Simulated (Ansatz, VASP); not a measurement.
BiP in VASP and in Ansatz

```
Bi P
1.0
     3.84300    0.00000    0.00000
    -1.92150    3.32814    0.00000
     0.00000    0.00000    4.45186
Bi P
1 1
Direct
  0.00000 0.00000 0.50000
  0.00000 0.00000 0.00000
```

Alike in both runs: task single point; functional PBE; k mesh 8 × 8 × 6; occupations fermi-dirac, width 0.05 eV; no spin polarisation.

```csv
,VASP,Ansatz
version,VASP 6.6.1,Ansatz 0.2.0
potentials or method,"VASP PAW PBE potentials, release 64 (Bi_d, P), cutoff 500 eV","all-electron LAPW, scalar-relativistic"
```

VASP gave:

```
gap on the k mesh at the Fermi level (eV)                     : none
pressure (GPa)                                                : 19.7
traceless stress, the component that is largest in VASP (GPa) : 35.16
```

Q: Which values does Ansatz return?

A: gap on the k mesh at the Fermi level (eV): none; pressure (GPa): 20.1; traceless stress, the component that is largest in VASP (GPa): 35.88.

A gap of «none» marks a metal or a gap that the smearing closes. Ansatz ran all-electron here, and VASP with PAW potentials.

Spin-orbit coupling is off throughout.
